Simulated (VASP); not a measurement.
# YCo2Ge2 (I4/mmm) in VASP: single point with LDA

Aim: the single point of YCo2Ge2 with LDA.

Program: VASP 6.6.1. These are calculated values, not measurements. Logs are shortened: lines on timing, memory, paths and dates and some standing lists are left out, and cuts for length are marked.

**1. The cell of the first run**

Symmetry: I4/mmm, No. 139, tetragonal system. Conventional cell: a = 3.865 Å, b = 3.865 Å, c = 9.923 Å, α = 90.00°, β = 90.00°, γ = 90.00°. Within 4.0 Å of Y (site symmetry 4/mmm) lie 10 Ge at 3.01 to 3.69 Å and 8 Co at 3.14 Å and 4 Y at 3.86 Å. Co (site symmetry -4m2) has 4 Ge at 2.28 Å and 4 Co at 2.73 Å within 3.0 Å. Ge (site symmetry 4mm) has 4 Co at 2.28 Å and 1 Ge at 2.54 Å and 4 Y at 3.01 Å within 3.1 Å.

**2. Single point, LDA**

INCAR reads:

```
ALGO = Normal
EDIFF = 1E-6
ENCUT = 600
GGA = CA
GGA_COMPAT = False
ISIF = 2
ISMEAR = 0
LASPH = True
LCHARG = False
LREAL = False
LWAVE = False
NBANDS = 36
NELM = 120
PREC = Accurate
SIGMA = 0.1
```

KPOINTS reads:

```
k-points
0
Gamma
  12 12 12
```

POSCAR reads:

```
YCo2Ge2
1.0
   -1.9324346289      1.9324346289      4.9617237755
    1.9324346289     -1.9324346289      4.9617237755
    1.9324346289      1.9324346289     -4.9617237755
Y Co Ge
1 2 2
Direct
    0.0000000000      0.0000000000      0.0000000000
    0.7500000000      0.2500000000      0.5000000000
    0.2500000000      0.7500000000      0.5000000000
    0.6279143217      0.6279143217      0.0000000000
    0.3720856783      0.3720856783      0.0000000000
```

Potentials or basis: VASP PAW LDA potentials, release 64 (Y_sv, Co, Ge_d).

Started as:

```sh
> cat potpaw_LDA.64/Y_sv/POTCAR potpaw_LDA.64/Co/POTCAR potpaw_LDA.64/Ge_d/POTCAR > POTCAR
> mpirun -np 1 vasp_std > vasp.out
```

OUTCAR:

```text
EDIFF = 1E-6
   ENCUT = 600
   GGA = CA
   ISIF = 2
   ISMEAR = 0
   LASPH = True
   LREAL = False
   NELM = 120
   PREC = Accurate

 ion  position               nearest neighbor table
   1  0.000  0.000  0.000-   4 3.01   5 3.01   4 3.01   5 3.01   4 3.01   5 3.01   5 3.01   4 3.01
                             2 3.14   2 3.14   3 3.14   3 3.14   2 3.14   3 3.14   2 3.14   3 3.14
   2  0.750  0.250  0.500-   4 2.28   5 2.28   5 2.28   4 2.28   3 2.73   3 2.73   3 2.73   3 2.73
                             1 3.14   1 3.14   1 3.14   1 3.14
   3  0.250  0.750  0.500-   4 2.28   5 2.28   5 2.28   4 2.28   2 2.73   2 2.73   2 2.73   2 2.73
                             1 3.14   1 3.14   1 3.14   1 3.14
   4  0.628  0.628  0.000-   2 2.28   3 2.28   3 2.28   2 2.28   5 2.54   1 3.01   1 3.01   1 3.01
                             1 3.01
   5  0.372  0.372  0.000-   2 2.28   3 2.28   3 2.28   2 2.28   4 2.54   1 3.01   1 3.01   1 3.01
                             1 3.01

  LATTYP: Found a body centered tetragonal cell.
 ALAT       =     3.8648692578
 C/A-ratio  =     2.5676023920

  Lattice vectors:

 A1 = (  -1.9324346289,   1.9324346289,   4.9617237755)
 A2 = (   1.9324346289,  -1.9324346289,   4.9617237755)
 A3 = (   1.9324346289,   1.9324346289,  -4.9617237755)

Analysis of symmetry for initial positions (statically):
=====================================================================
 Subroutine PRICEL returns:
 Original cell was already a primitive cell.

 Routine SETGRP: Setting up the symmetry group for a
 body centered tetragonal supercell.

 Subroutine GETGRP returns: Found 16 space group operations
 (whereof 16 operations were pure point group operations)
 out of a pool of 16 trial point group operations.

The static configuration has the point symmetry D_4h.

Analysis of symmetry for dynamics (positions and initial velocities):
=====================================================================
 Subroutine PRICEL returns:
 Original cell was already a primitive cell.

 Routine SETGRP: Setting up the symmetry group for a
 body centered tetragonal supercell.

 Subroutine GETGRP returns: Found 16 space group operations
 (whereof 16 operations were pure point group operations)
 out of a pool of 16 trial point group operations.

The dynamic configuration has the point symmetry D_4h.

 Subroutine INISYM returns: Found 16 space group operations
 (whereof 16 operations are pure point group operations),
 and found     1 'primitive' translations

----------------------------------------------------------------------------------------

                                     Primitive cell

  volume of cell :      74.1143

  direct lattice vectors                    reciprocal lattice vectors
    -1.932434629  1.932434629  4.961723776     0.000000000  0.258740965  0.100771430
     1.932434629 -1.932434629  4.961723776     0.258740965  0.000000000  0.100771430
     1.932434629  1.932434629 -4.961723776     0.258740965  0.258740965  0.000000000

  length of vectors
     5.664566181  5.664566181  5.664566181     0.277672051  0.277672051  0.365914981

  position of ions in fractional coordinates (direct lattice)
     0.000000000  0.000000000  0.000000000
     0.750000000  0.250000000  0.500000000
     0.250000000  0.750000000  0.500000000
     0.627914322  0.627914322  0.000000000
     0.372085678  0.372085678  0.000000000

  ion indices of the primitive-cell ions
   primitive index   ion index
                 1           1
                 2           2
                 3           3
                 4           4
                 5           5

----------------------------------------------------------------------------------------

 KPOINTS: k-points

Automatic generation of k-mesh.
 Grid dimensions read from file:
 generate k-points for:   12   12   12

 Generating k-lattice:

  Cartesian coordinates                     Fractional coordinates (reciprocal lattice)
     0.000000000  0.021561747  0.008397619     0.083333333  0.000000000 -0.000000000
     0.021561747  0.000000000  0.008397619     0.000000000  0.083333333 -0.000000000
     0.021561747  0.021561747  0.000000000     0.000000000  0.000000000  0.083333333

  Length of vectors
     0.023139338  0.023139338  0.030492915

  Shift w.r.t. Gamma in fractional coordinates (k-lattice)
     0.000000000  0.000000000  0.000000000

 Subroutine IBZKPT returns following result:
 ===========================================

 Found    163 irreducible k-points:

 Following reciprocal coordinates:
            Coordinates               Weight
  0.000000  0.000000  0.000000      1.000000
  0.083333 -0.000000  0.000000      8.000000
  0.166667 -0.000000  0.000000      8.000000
  0.250000 -0.000000  0.000000      8.000000
  0.333333 -0.000000  0.000000      8.000000
  0.416667  0.000000 -0.000000      8.000000
[... 16 lines left out ...]
  0.500000  0.166667 -0.000000     16.000000
 -0.416667  0.166667  0.000000     16.000000
 [... further k-points ...]
   k-points           NKPTS =    163   k-points in BZ     NKDIM =    163   number of bands    NBANDS=     36
   number of dos      NEDOS =    301   number of ions     NIONS =      5
   total plane-waves  NPLWV = 110592
   dimension x,y,z NGX =    48 NGY =   48 NGZ =   48
   dimension x,y,z NGXF=    96 NGYF=   96 NGZF=   96
   ions per type =               1   2   2
   NGX,Y,Z   is equivalent  to a cutoff of  14.09, 14.09, 14.09 a.u.
   NGXF,Y,Z  is equivalent  to a cutoff of  28.17, 28.17, 28.17 a.u.
 SYSTEM =  unknown system
   PREC   = accura    normal or accurate (medium, high low for compatibility)
   ISTART =      0    job   : 0-new  1-cont  2-samecut
   ICHARG =      2    charge: 1-file 2-atom 10-const
   ISPIN  =      1    spin polarized calculation?
   LNONCOLLINEAR =      F non collinear calculations
   LSORBIT =      F    spin-orbit coupling
   LASPH  =      T    aspherical Exc in radial PAW
   ENCUT  =  600.0 eV  44.10 Ry    6.64 a.u.  11.31 11.31 11.31*2*pi/ulx,y,z
   NELM   =    120;   NELMIN=  2; NELMDL= -5     # of ELM steps
   EDIFF  = 0.1E-05   stopping-criterion for ELM
   LREAL  =      F    real-space projection
   EDIFFG = 0.1E-04   stopping-criterion for IOM
   NSW    =      0    number of steps for IOM
   IBRION =     -1    ionic relax: 0-MD 1-quasi-New 2-CG
   NFREE  =      0    steps in history (QN), initial steepest desc. (CG)
   ISIF   =      2    stress and relaxation
   ISYM   =      2    0-nonsym 1-usesym 2-fastsym
   POTIM  = 0.5000    time-step for ionic-motion
   TEBEG  =    0.0;   TEEND  =   0.0 temperature during run
   PSTRESS=    0.0 pullay stress
   NELECT =      57.0000    total number of electrons
   NUPDOWN=      -1.0000    fix difference up-down
   EMIN   =  10.00;   EMAX   =-10.00  energy-range for DOS
   EFERMI =   0.00;   METHOD = LEGACY
   ISMEAR =     0;   SIGMA  =   0.10  broadening in eV -4-tet -1-fermi 0-gaus
   EFERMI_NEDOS =   21; number of points for ismear=-14 and -15
   IALGO  =     38    algorithm
   IMIX   =      4    mixing-type and parameters
     AMIX     =   0.40;   BMIX     =  1.00
     AMIX_MAG =   1.60;   BMIX_MAG =  1.00
  volume/ion in A,a.u.               =      14.82       100.03
  Fermi-wavevector in a.u.,A,eV,Ry     =   1.499912  2.834422 30.609508  2.249735
  Thomas-Fermi vector in A             =   2.611480
   LORBIT       =      0    0 simple, 1 ext, 2 COOP (PROOUT), +10 PAW based schemes
   GGA     = CA    functional components
   LHFCALC =     F    Hartree Fock is set to
   AEXX    =    0.0000 exact exchange contribution
   IVDW    =     0    specifies the selected vdW correction
   LEPSILON=     F    determine dielectric tensor
   LRPA    =     F    only Hartree local field effects (RPA)
 non-spin polarized calculation
 Gauss-broadening in eV      SIGMA  =   0.10
  energy-cutoff  :      600.00
  volume of cell :       74.11
 maximum number of plane-waves:      2494
 NGX is ok and might be reduce to    48
   NGX = 23   NGY = 23   NGZ = 23

 number of electron      56.9999997 magnetization

 Free energy of the ion-electron system (eV)
  ---------------------------------------------------
  ext. energy  EPLUGINS =         0.00000000
  ---------------------------------------------------
  free energy    TOTEN  =       -37.27890543 eV

  energy without entropy =      -37.26521521  energy(sigma->0) =      -37.27206032

 E-fermi :   7.9335     XC(G=0): -12.5344

 val. band max:        7.9259951458   @ k =   0.0833   0.0833   0.0000
 cond. band min:       7.9345046060   @ k =  -0.3333  -0.4167   0.3333
 fundamental gap:      0.0085094601
 Fermi energy:         7.9334542810

 k-point     1 :       0.0000    0.0000    0.0000
  band No.  band energies     occupation
      1     -34.1228      2.00000
      2     -16.4614      2.00000
      3     -16.4119      2.00000
      4     -16.4119      2.00000
      5     -16.3396      2.00000
      6     -16.3396      2.00000
[... 28 lines left out ...]
     35      12.7327      0.00000
     36      13.1044      0.00000

 k-point     2 :       0.0833   -0.0000    0.0000
  band No.  band energies     occupation
      1     -34.1221      2.00000
      2     -16.4615      2.00000
      3     -16.4121      2.00000
      4     -16.4118      2.00000
      5     -16.3399      2.00000
      6     -16.3393      2.00000
[... 28 lines left out ...]
     35      12.8733      0.00000
     36      13.3229      0.00000

 k-point     3 :       0.1667   -0.0000    0.0000
  band No.  band energies     occupation
      1     -34.1202      2.00000
      2     -16.4616      2.00000
      3     -16.4128      2.00000
      4     -16.4117      2.00000
      5     -16.3406      2.00000
      6     -16.3388      2.00000
[... 28 lines left out ...]
     35      12.6121      0.00000
     36      13.4093      0.00000
[... 742 lines left out ...]
 k-point    23 :       0.5000    0.1667   -0.0000
  band No.  band energies     occupation
      1     -34.1099      2.00000
      2     -16.4617      2.00000
      3     -16.4188      2.00000
      4     -16.4139      2.00000
      5     -16.3427      2.00000
      6     -16.3380      2.00000
[... 28 lines left out ...]
     35      12.4119      0.00000
     36      12.8322      0.00000

 k-point    24 :      -0.4167    0.1667    0.0000
  band No.  band energies     occupation
      1     -34.1106      2.00000
      2     -16.4614      2.00000
      3     -16.4176      2.00000
      4     -16.4137      2.00000
      5     -16.3432      2.00000
      6     -16.3378      2.00000
[... 28 lines left out ...]
     35      12.6719      0.00000
     36      12.8006      0.00000

 [... further k-points ...]

------------------------ aborting loop because EDIFF is reached ----------------------------------------

  FORCE on cell =-STRESS in cart. coord.  units (eV):
  Direction    XX          YY          ZZ          XY          YZ          ZX
  --------------------------------------------------------------------------------------
  -------------------------------------------------------------------------------------
  Total        0.1565290      0.1565290      0.1067248      0.0000000      0.0000000      0.0000000
  in kB        3.3837881      3.3837881      2.3071381      0.0000000      0.0000000      0.0000000
  external PRESSURE =       3.0249048 kB  Pullay stress =       0.0000000 kB

 VOLUME and BASIS-vectors are now :
 -----------------------------------------------------------------------------
  energy-cutoff  :      600.00
  volume of cell :       74.11
      direct lattice vectors                 reciprocal lattice vectors
    -1.932434629  1.932434629  4.961723776     0.000000000  0.258740965  0.100771430
     1.932434629 -1.932434629  4.961723776     0.258740965  0.000000000  0.100771430
     1.932434629  1.932434629 -4.961723776     0.258740965  0.258740965  0.000000000

 POSITION                                       TOTAL-FORCE (eV/Angst)
 -----------------------------------------------------------------------------------
      0.00000      0.00000      0.00000         0.000000      0.000000      0.000000
      0.00000      1.93243      2.48086         0.000000      0.000000     -0.000000
      1.93243      0.00000      2.48086         0.000000      0.000000      0.000000
      0.00000      0.00000      6.23107        -0.000000     -0.000000     -0.016447
      0.00000      0.00000      3.69237         0.000000      0.000000      0.016447
 -----------------------------------------------------------------------------------
    total drift:                               -0.000000     -0.000000     -0.000000

  FREE ENERGIE OF THE ION-ELECTRON SYSTEM (eV)
  ---------------------------------------------------
  free  energy   TOTEN  =       -37.2789054251 eV

  energy  without entropy=      -37.2652152068  energy(sigma->0) =      -37.27206032
```

Wall time 31 min (1 thread of Intel Xeon 8259CL, shared host); peak memory 0.69 GiB.

Results:

```yaml
Free_energy: -37.2789 eV
Pressure: 0.3 GPa
Largest_force: 0.016 eV/Å
Band_gap_on_the_k_mesh: zero (an odd number of electrons rules out a gap without spin polarisation)
```

Forces on the atoms (eV/Å):
```
Y    0.000  0.000  0.000
Co   0.000  0.000  0.000
Co   0.000  0.000  0.000
Ge   0.000  0.000 -0.016
Ge   0.000  0.000  0.016
```

Stress tensor (GPa, compression positive):
```
0.34 0.00 0.00
0.00 0.34 0.00
0.00 0.00 0.23
```

Caveat: the run has no spin polarisation, though such a crystal can be magnetic. Spin polarisation is off, so any magnetic state and its effect on volume and gap are missing.
